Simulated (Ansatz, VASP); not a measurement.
One calculation of NaI, two programs

Contents of POSCAR:

```
NaI
1.0
    0.0000000000      3.6555108415      3.3263808726
    3.6555108415      0.0000000000      3.3263808726
    3.6555108415      3.6555108415      0.0000000000
Na I
1 1
Direct
    0.0000000000      0.0000000000      0.0000000000
    0.2500000000      0.2500000000      0.2500000000
```

File INCAR.step1:

```
ALGO = Normal
EDIFF = 1E-5
ENCUT = 520
GGA = PE
ISIF = 2
ISMEAR = 0
LASPH = T
LREAL = F
LWAVE = T
NBANDS = 14
NELM = 80
PREC = Accurate
SIGMA = 0.01
```

File INCAR.step2:

```
ALGO = Normal
EDIFF = 1E-7
ENCUT = 520
GGA = PE
HFSCREEN = 0.2079
ISIF = 2
ISMEAR = 0
ISTART = 1
LASPH = T
LCHARG = T
LELF = T
LHFCALC = T
LREAL = F
LVHAR = T
LWAVE = F
NBANDS = 14
NELM = 80
PREC = Accurate
PRECFOCK = Normal
SIGMA = 0.01
```

KPOINTS

```
k-points
0
Gamma
  4 4 4
```

Input for Ansatz:

```yaml
crystal:
  lattice:
    - [0.0, 3.6555108415, 3.3263808726]
    - [3.6555108415, 0.0, 3.3263808726]
    - [3.6555108415, 3.6555108415, 0.0]
  atoms:
    - { symbol: Na, position: [0.0, 0.0, 0.0] }
    - { symbol: I, position: [0.25, 0.25, 0.25] }
kpoints:
  mp_grid: { grid: [4, 4, 4] }
  band_path:
    path:
      - [0.0, 0.0, 0.0]
      - [-0.5, -0.5, 0.0]
      - [-0.375, -0.375, 0.25]
      - [-0.375, 0.0, 0.375]
      - [0.0, 0.0, 0.5]
      - [-0.5, -0.25, 0.25]
    npoints: 1
hamiltonian:
  xc: hse06
scf:
  occupations: { method: fixed }
  n_extra_bands: 4
output:
  forces: true
  stress: true
  eigenvalues: true
```

Change from the starting cell: epitaxial_xy strain +3.2%.

Alike in both runs: task single point; functional HSE06; k mesh 4 × 4 × 4; no spin polarisation.

```csv
,VASP,Ansatz
version,VASP 6.6.1,Ansatz 0.2.0
potentials or method,"VASP PAW PBE potentials, release 64 (Na_pv, I)","plane waves, PAW"
plane-wave cutoff (eV),520,420
occupations,"gaussian, width 0.01 eV",fixed
valence electrons in the cell,14,26
```

```csv
,VASP,Ansatz,Ansatz less VASP
gap on the k mesh at the Fermi level (eV),4.72,4.74,+0.013
pressure (GPa),0.1,0.1,-0.01
"traceless stress, the component that is largest in VASP (GPa)",0.06,0.06,+0.002
```

VASP's potentials hold 14 valence electrons a cell and Ansatz's 26, so a difference there can come from the potentials and not from the codes. Ansatz's warnings: stress exchange threshold loose, stress scf threshold loose.

Neither program's run includes spin-orbit coupling.
